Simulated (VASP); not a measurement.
Crystal: GeSb2Te4.

```
Ge Sb Te
1.0
     7.32589    0.00000    0.00000
     0.00000    4.28325    0.00000
    -2.31529    0.00000    7.12304
Ge Sb Te
1 2 4
Direct
  0.50000 0.00000 0.50000
  0.00000 0.00000 0.00000
  0.50000 0.50000 0.00000
  0.75960 0.50000 0.75488
  0.25474 0.00000 0.76221
  0.24040 0.50000 0.24512
  0.74526 0.00000 0.23779
```

* Program: VASP 6.6.1
* Task: relaxation of cell and atoms
* Functional: PBEsol
* Potentials or basis: VASP PAW PBE potentials, release 64 (Ge_d, Sb, Te)
* Cutoff: 600 eV
* k mesh: 4 × 6 × 4
* Occupations: fermi-dirac, width 0.03 eV
* Spin: no spin polarisation

At the start: pressure 0.2 GPa; volume 31.93 Å³/atom.

**Question.** How do energy, volume and symmetry change on relaxing?

**Answer.** Over 22 steps the energy falls by 39.4 meV/atom and the volume is 30.46 Å³/atom (-4.6 %); space group P2/m (No. 10, to 0.1 Å) before and after.

Step by step:
```tsv
step	energy change (eV)	largest force (eV/Å)	pressure (GPa)	volume (Å³)
1	0.0000	0.8189	0.21	223.51
2	-0.0999	0.5537	-0.64	224.89
3	-0.1619	0.1515	-1.87	227.20
4	-0.2207	0.1249	-1.12	222.04
5	-0.2446	0.2723	0.20	215.10
6	-0.2455	0.2451	-0.01	216.22
7	-0.2525	0.2228	-0.03	215.81
8	-0.2664	0.1608	0.07	214.55
9	-0.2616	0.1253	0.27	211.97
10	-0.2698	0.1264	0.16	213.53
11	-0.2728	0.0255	-0.16	214.29
12	-0.2730	0.0350	-0.08	214.14
13	-0.2744	0.0273	-0.05	213.74
14	-0.2752	0.0206	0.02	213.28
15	-0.2744	0.0244	0.15	212.35
16	-0.2753	0.0194	0.07	213.04
17	-0.2753	0.0217	-0.10	213.51
18	-0.2755	0.0143	0.00	213.26
19	-0.2755	0.0138	-0.02	213.28
20	-0.2755	0.0140	-0.03	213.27
21	-0.2755	0.0142	-0.02	213.27
22	-0.2755	0.0094	0.00	213.20
```

Final structure:
```yaml
crystal:
  lattice:
    - [7.31390, 0.00000, -0.02082]
    - [0.00000, 4.25312, 0.00000]
    - [-2.33054, 0.00000, 6.86041]
  atoms:
    - { symbol: Ge, position: [0.50000, 0.00000, 0.50000] }
    - { symbol: Sb, position: [0.00000, 0.00000, 0.00000] }
    - { symbol: Sb, position: [0.50000, 0.50000, 0.00000] }
    - { symbol: Te, position: [0.74897, 0.50000, 0.73070] }
    - { symbol: Te, position: [0.24607, 0.00000, 0.73563] }
    - { symbol: Te, position: [0.25103, 0.50000, 0.26930] }
    - { symbol: Te, position: [0.75393, 0.00000, 0.26437] }
```

Caveat: the PAW data sets were made with another functional, which shifts forces and pressure a little.
